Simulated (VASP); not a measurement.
Input of a VASP 6.6.1 run:

File INCAR:

```
  PREC = Accurate
  ENCUT = 520
  EDIFF = 1E-7
  ISMEAR = -1
  SIGMA = 0.02
  LREAL = Auto
  LASPH = T
  NELM = 100
  ALGO = Normal
  ISIF = 2
  LWAVE = F
  LCHARG = T
  GGA = PS
  LELF = T
  LVHAR = T
  NBANDS = 60
```

KPOINTS

```
Automatic mesh
0
Gamma
  2 2 1
```

The input POSCAR:

```
Si8H3Cl
1.0
    7.6791800000      0.0000000000      0.0000000000
    3.8395900000      6.6503650000      0.0000000000
    0.0000000000      0.0000000000     18.8687650000
H Si Cl
6 16 2
Direct
    0.1666668792      0.1666675438      0.0529976392
    0.6666681814      0.1666675438      0.0529976392
    0.1666662146      0.6666701752      0.0529976392
    0.6666675168      0.6666701752      0.0529976392
   -0.0570576156      0.5408274583      0.4070006702
    0.5422209394      0.4505918096      0.4196724057
    0.1666668792      0.1666675438      0.1324940981
    0.6666681814      0.1666675438      0.1324940981
    0.1666662146      0.6666701752      0.1324940981
    0.6666675168      0.6666701752      0.1324940981
   -0.1491967431      0.3455599805      0.1745053267
    0.3336832484      0.3268542403      0.1676474321
   -0.1666141334      0.8293229018      0.1632009302
    0.3334770047      0.8234134517      0.1728676996
   -0.1759904692      0.3062989776      0.3001150314
    0.3441378497      0.3153210388      0.2893724099
   -0.1406176344      0.7897010164      0.2942693918
    0.3655870603      0.8308416155      0.2987264932
    0.0407303753     -0.0131722093      0.3369218918
    0.5091427794     -0.0104956645      0.3359573348
   -0.0379353165      0.4889355697      0.3350139768
    0.4925183939      0.4836877374      0.3415538855
    0.5422909740     -0.0379076938      0.4505223315
    0.1021020498     -0.0617409721      0.4428376738
```

Potentials or basis: VASP PAW PBE potentials, release 64 (H, Si, Cl).

The run is started by

```sh
$ cat potpaw_PBE.64/H/POTCAR potpaw_PBE.64/Si/POTCAR potpaw_PBE.64/Cl/POTCAR > POTCAR
$ mpirun -np 1 vasp_std > vasp.out
```

**Question.** Estimate the largest force.

**Answer.** 3.727 eV/Å.

**Question.** Estimate the band gap on the k mesh.

**Answer.** 0.64 eV.

Forces on the atoms (eV/Å):
```
H   -0.079 -0.010 -0.116
H    0.014  0.050 -0.186
H    0.252 -0.038 -0.164
H   -0.117 -0.215 -0.170
H    0.183  0.117  2.182
H   -0.357  0.177 -0.086
Si   0.281 -1.110 -0.275
Si   1.270  0.492 -0.037
Si  -0.393 -0.614 -0.358
Si  -0.425  0.254 -0.514
Si  -2.233 -1.086  0.542
Si   0.537  0.368  0.123
Si   0.235  0.424  1.831
Si   0.921  0.821  0.417
Si  -0.297  0.622 -0.982
Si  -1.654  0.774  1.514
Si   0.467  3.335 -1.146
Si  -2.535 -2.307 -1.233
Si  -1.663 -1.481 -0.596
Si   3.460  0.450  1.312
Si   1.969 -2.039 -1.305
Si   0.569  0.455 -0.332
Cl  -0.113  0.319 -1.146
Cl  -0.291  0.241  0.725
```

Caveat: the k points lie up to 0.47 Å⁻¹ apart; the atoms stand as in a frame of molecular dynamics; there is no dipole correction, which matters where the two faces differ; the PAW data sets were made with another functional, which shifts forces and pressure a little.
